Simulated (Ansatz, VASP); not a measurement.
## Two plane-wave programs on Cu12CO

The input INCAR:

```
SYSTEM = Cu12CO
ALGO = Normal
DIPOL = 0.5 0.5 0.300
EDIFF = 1E-6
ENCUT = 520
GGA = PE
IDIPOL = 3
ISIF = 2
ISMEAR = 0
IVDW = 12
LASPH = .TRUE.
LCHARG = .FALSE.
LDIPOL = .TRUE.
LREAL = .FALSE.
LWAVE = .FALSE.
NBANDS = 84
NELM = 100
PREC = Accurate
SIGMA = 0.1
```

Contents of KPOINTS:

```
k-points
0
G
  6 6 1
  0 0 0
```

POSCAR

```
Cu12CO
1.0
    5.0393684011      0.0000000000      0.0000000000
   -2.5196842005      4.3642210544      0.0000000000
    0.0000000000      0.0000000000     22.8721943999
Cu O C
12 1 1
Direct
    0.3333333333      0.1666666667      0.1748848375
    0.3333333333      0.6666666667      0.1748848375
    0.8333333333      0.1666666667      0.1748848375
    0.8333333333      0.6666666667      0.1748848375
    0.1666666667      0.3333333333      0.2649977796
    0.1666666667      0.8333333333      0.2649977796
    0.6666666667      0.3333333333      0.2649977796
    0.6666666667      0.8333333333      0.2649977796
    0.0000000000      0.0000000000      0.3551121619
    0.0000000000      0.5000000000      0.3551121619
    0.5000000000      0.0000000000      0.3551121619
    0.5000000000      0.5000000000      0.3551121619
    0.1666666667      0.3333333333      0.4862757900
    0.1666666667      0.3333333333      0.5365551807
```

Input for Ansatz:

```yaml
crystal:
  lattice:
    - [5.0393684011, 0.0, 0.0]
    - [-2.5196842005, 4.3642210544, 0.0]
    - [0.0, 0.0, 22.8721943999]
  atoms:
    - { symbol: Cu, position: [0.3333333333, 0.1666666667, 0.1748848375] }
    - { symbol: Cu, position: [0.3333333333, 0.6666666667, 0.1748848375] }
    - { symbol: Cu, position: [0.8333333333, 0.1666666667, 0.1748848375] }
    - { symbol: Cu, position: [0.8333333333, 0.6666666667, 0.1748848375] }
    - { symbol: Cu, position: [0.1666666667, 0.3333333333, 0.2649977796] }
    - { symbol: Cu, position: [0.1666666667, 0.8333333333, 0.2649977796] }
    - { symbol: Cu, position: [0.6666666667, 0.3333333333, 0.2649977796] }
    - { symbol: Cu, position: [0.6666666667, 0.8333333333, 0.2649977796] }
    - { symbol: Cu, position: [0.0, 0.0, 0.3551121619] }
    - { symbol: Cu, position: [0.0, 0.5, 0.3551121619] }
    - { symbol: Cu, position: [0.5, 0.0, 0.3551121619] }
    - { symbol: Cu, position: [0.5, 0.5, 0.3551121619] }
    - { symbol: O, position: [0.1666666667, 0.3333333333, 0.48627579] }
    - { symbol: C, position: [0.1666666667, 0.3333333333, 0.5365551807] }
basis:
  ecutwfc: 420
kpoints:
  mp_grid: { grid: [6, 6, 1] }
hamiltonian:
  xc: pbe
  dispersion: d3bj
scf:
  occupations: { method: gaussian, width: 0.1 }
output:
  forces: true
  eigenvalues: true
efield:
  axis: 3
  dipole_correction: true
  ramp_width: 0.04
```

Alike in both runs: task single point; functional PBE; dispersion D3(BJ); k mesh 6 × 6 × 1; occupations gaussian, width 0.1 eV; no spin polarisation.

|  | VASP | Ansatz |
| --- | --- | --- |
| version | VASP 6.6.1 | Ansatz 0.2.0 |
| potentials or method | VASP PAW PBE potentials, release 64 (Cu, O, C), cutoff 520 eV | scalar-relativistic, plane waves, PAW |
| valence electrons in the cell | 142 | 238 |

|  | VASP | Ansatz | Ansatz less VASP |
| --- | --- | --- | --- |
| gap on the k mesh at the Fermi level (eV) | none | none | - |
| rms of the force components (eV/Å) | 0.159 | 0.342 | +0.1837 |

Atom by atom the forces differ by 0.185 eV/Å (rms over components). A gap of «none» marks a metal or a gap that the smearing closes. One of these differences is far larger than is usual between the two programs; its cause wasn't traced. VASP's potentials hold 142 valence electrons a cell and Ansatz's 238, so a difference there can come from the potentials and not from the codes.

Noted on VASP's run: the standard files for N, O and F lose accuracy on very short bonds.
